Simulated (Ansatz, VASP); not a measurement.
# Sb: VASP beside Ansatz

INCAR

```
PREC     = Accurate       # precision mode
ENCUT    = 520            # plane-wave cutoff, eV
EDIFF    = 1E-6           # SCF threshold, eV
ISMEAR   = -1             # smearing method
SIGMA    = 0.1            # smearing width, eV
LREAL    = F              # projectors in reciprocal space
LASPH    = T              # aspherical terms in the spheres
NELM     = 60             # most SCF steps
ALGO     = Normal         # electronic algorithm
ISIF     = 2              # what is computed and relaxed
LWAVE    = F              # write WAVECAR
LCHARG   = F              # write CHGCAR
GGA      = PS             # functional
NBANDS   = 8              # bands
```

File KPOINTS:

```
Automatic mesh
0
Gamma
  13 13 13
```

The input POSCAR:

```
Sb
1.0
   -1.9142806158      1.9142806158      1.9142806158
    1.9142806158     -1.9142806158      1.9142806158
    1.9142806158      1.9142806158     -1.9142806158
Sb
1
Direct
    0.0000000000      0.0000000000      0.0000000000
```

Input for Ansatz:

```yaml
crystal:
  lattice:
    - [-1.9142806158, 1.9142806158, 1.9142806158]
    - [1.9142806158, -1.9142806158, 1.9142806158]
    - [1.9142806158, 1.9142806158, -1.9142806158]
  atoms:
    - { symbol: Sb, position: [0.0, 0.0, 0.0] }
hamiltonian:
  xc: pbesol
  pseudopotentials:
    kind: paw
    azcp:
      Sb: "pseudopotentials/Sb.paw.azcp"
basis:
  ecutwfc: 420
  fft_grid_basis: typed
kpoints:
  mp_grid: { grid: [13, 13, 13], shift: [0, 0, 0] }
magnetization:
  spin_polarized: false
scf:
  occupations: { method: fermi_dirac, width: 0.1 }
  lower_state_search: "off"
output:
  stress: true
  write_density: true
  write_potential: true
  elf: true
  volumetric_format: npy
```

Alike in both runs: task single point; functional PBEsol; k mesh 13 × 13 × 13; occupations fermi-dirac, width 0.1 eV; no spin polarisation.

```csv
,VASP,Ansatz
version,VASP 6.6.1,Ansatz 0.2.0
potentials or method,"VASP PAW PBE potentials, release 64 (Sb), cutoff 520 eV","plane waves (420 eV) with PAW, scalar-relativistic"
valence electrons in the cell,5,15
```

Ansatz gave:

```
pressure (GPa) : -4.5
```

What did VASP give for the same quantities?

Pressure (GPa): -4.6.

VASP's potentials were made for PBE, not for PBEsol, and Ansatz warns of the same on its side. VASP's potentials hold 5 valence electrons a cell and Ansatz's 15, so a difference there can come from the potentials and not from the codes.

Spin-orbit coupling is off throughout.
